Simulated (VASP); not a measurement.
A run of VASP 6.6.1 is set up as follows.

The input INCAR:

```
SYSTEM = Na
PREC = Accurate
ENCUT = 520
EDIFF = 1E-7
ISMEAR = 0
SIGMA = 0.15
LREAL = .False.
LASPH = .True.
NELM = 100
ALGO = Fast
ISIF = 2
LWAVE = .False.
LCHARG = .True.
GGA = CA
LELF = .True.
LVHAR = .True.
NBANDS = 14
```

File KPOINTS:

```
regular mesh
0
Gamma
  18 18 10
  0 0 0
```

POSCAR

```
Na
1.0
    3.7062322905      0.0000000000      0.0000000000
   -1.8531161453      3.2096913159      0.0000000000
    0.0000000000      0.0000000000      6.3574608042
Na
2
Direct
    0.3333333333      0.6666666667      0.2500000000
    0.6666666667      0.3333333333      0.7500000000
```

Potentials or basis: VASP PAW LDA potentials, release 64 (Na_pv).

The run is started by

```sh
$ cat potpaw_LDA.64/Na_pv/POTCAR > POTCAR
$ mpirun -np 1 vasp_std > vasp.out
```

Question: Estimate the pressure.

Answer: -0.9 GPa.

Question: What does it give for the band gap on the k mesh?

Answer: Zero (band 7 reaches 2.25 eV, above the bottom of band 8 at -2.18 eV).

Stress tensor (GPa, compression positive):
```
-0.71  0.00  0.00
 0.00 -0.71  0.00
 0.00  0.00 -1.23
```
